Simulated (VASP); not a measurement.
Input of a VASP 6.6.1 run:

Contents of POSCAR:

```
SnSe
1.0
    4.4146776633      0.0000000000      0.0000000000
    0.0000000000      4.4146776633      0.0000000000
    0.0000000000      0.0000000000     10.6601534985
Sn Se
2 2
Direct
    0.5000000000      0.0000000000      0.3713940256
    0.0000000000      0.5000000000      0.6286059744
    0.5000000000      0.0000000000      0.6150878817
    0.0000000000      0.5000000000      0.3849121183
```

Contents of INCAR.step1:

```
SYSTEM = SnSe
ALGO = Normal
EDIFF = 1E-4
ENCUT = 520
GGA = PE
ISMEAR = 0
LASPH = .True.
LCHARG = .False.
LREAL = .False.
LWAVE = .True.
NBANDS = 28
NELM = 100
PREC = Accurate
SIGMA = 0.05
```

The input INCAR.step2:

```
SYSTEM = SnSe
ALGO = Normal
EDIFF = 1E-6
ENCUT = 520
ISIF = 2
ISMEAR = 0
ISTART = 1
LASPH = .True.
LCHARG = .False.
LMIXTAU = .True.
LREAL = .False.
LWAVE = .False.
METAGGA = R2SCAN
NBANDS = 28
NELM = 100
PREC = Accurate
SIGMA = 0.05
```

File KPOINTS:

```
k-points
0
Gamma
  6 6 4
  0 0 0
```

Potentials or basis: VASP PAW PBE potentials, release 64 (Sn_d, Se).

The run is started by

```sh
$ cat potpaw_PBE.64/Sn_d/POTCAR potpaw_PBE.64/Se/POTCAR > POTCAR
$ cp INCAR.step1 INCAR
$ mpirun -np 1 vasp_std > vasp.out
$ cp INCAR.step2 INCAR
$ mpirun -np 1 vasp_std > vasp.out
```

What does it give for the largest force?

0.447 eV/Å.

Estimate the pressure.

-0.6 GPa.

What does it give for the band gap on the k mesh?

1.73 eV.

Forces in eV/Å, atoms in the order of the input:
```
Sn   0.000  0.000 -0.356
Sn   0.000  0.000  0.356
Se   0.000  0.000  0.447
Se   0.000  0.000 -0.447
```

Caveat: the cell differs from its parent crystal (strain +0.030 along x and y, -0.030 along z); the PAW data sets were made with another functional, which shifts forces and pressure a little; spin-orbit coupling is left out, which moves the levels of the heavy elements. A k mesh can miss the band edges.
